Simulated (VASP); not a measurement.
Here is a VASP 6.6.1 calculation.

File INCAR:

```
PREC = Accurate
ENCUT = 520
EDIFF = 1E-7
ISMEAR = -1
SIGMA = 0.08
LREAL = F
LASPH = T
NELM = 80
ALGO = Normal
ISIF = 2
LWAVE = F
LCHARG = F
GGA = PE
NBANDS = 10
```

The input KPOINTS:

```
regular mesh
0
Gamma
  10 10 10
```

The input POSCAR:

```
Rb
1.0
    0.0000000000      3.5730106134      3.5730106134
    3.5730106134      0.0000000000      3.5730106134
    3.5730106134      3.5730106134      0.0000000000
Rb
1
Direct
    0.0000000000      0.0000000000      0.0000000000
```

Potentials or basis: VASP PAW PBE potentials, release 64 (Rb_sv).

Launch:

```console
$ cat potpaw_PBE.64/Rb_sv/POTCAR > POTCAR
$ mpirun -np 1 vasp_std > vasp.out
```

Estimate the pressure.

0.0 GPa.

Estimate the band gap on the k mesh.

zero (an odd number of electrons rules out a gap without spin polarisation).
